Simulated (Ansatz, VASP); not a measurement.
# Two plane-wave programs on Al

Contents of POSCAR:

```
Al
1.0
   -1.5116577555      1.5116577555      1.5116577555
    1.5116577555     -1.5116577555      1.5116577555
    1.5116577555      1.5116577555     -1.5116577555
Al
1
Direct
    0.0000000000      0.0000000000      0.0000000000
```

File INCAR.step1:

```
ALGO = Normal ; EDIFF = 1E-4
ENCUT = 520 ; GGA = PE
ISMEAR = 0 ; LASPH = T
LCHARG = F ; LREAL = F
LWAVE = T ; NBANDS = 8
NELM = 100 ; PREC = Accurate
SIGMA = 0.15
```

INCAR.step2

```
ALGO = Normal ; EDIFF = 1E-6
ENCUT = 520 ; ISIF = 2
ISMEAR = 0 ; ISTART = 1
LASPH = T ; LCHARG = F
LMIXTAU = T ; LREAL = F
LWAVE = F ; METAGGA = R2SCAN
NBANDS = 8 ; NELM = 100
PREC = Accurate ; SIGMA = 0.15
```

File KPOINTS:

```
k-points
0
Gamma
  20 20 20
```

Input for Ansatz:

```yaml
crystal:
  lattice:
    - [-1.5116577555, 1.5116577555, 1.5116577555]
    - [1.5116577555, -1.5116577555, 1.5116577555]
    - [1.5116577555, 1.5116577555, -1.5116577555]
  atoms:
    - { symbol: Al, position: [0.0, 0.0, 0.0] }
basis:
  ecutwfc: 500
kpoints:
  mp_grid: { grid: [20, 20, 20] }
hamiltonian:
  xc: r2scan
scf:
  occupations: { method: gaussian, width: 0.15 }
output:
  forces: true
  stress: true
  eigenvalues: true
```

Change from the starting cell: strain -0.050 along x and y, -0.050 along z, atoms carried along.

Alike in both runs: task single point; functional r2SCAN; k mesh 20 × 20 × 20; occupations gaussian, width 0.15 eV; no spin polarisation.

|  | VASP | Ansatz |
| --- | --- | --- |
| version | VASP 6.6.1 | Ansatz 0.2.0 |
| potentials or method | VASP PAW PBE potentials, release 64 (Al), cutoff 520 eV | scalar-relativistic, plane waves, PAW |
| valence electrons in the cell | 3 | 3 |

```tsv
	VASP	Ansatz	Ansatz less VASP
gap on the k mesh at the Fermi level (eV)	none	none	-
pressure (GPa)	17.8	18.3	+0.47
```

VASP's potentials were made for PBE, not for r2SCAN. A gap of «none» marks a metal or a gap that the smearing closes. With one functional, cell and mesh, what is left measures potentials, basis and numerics.
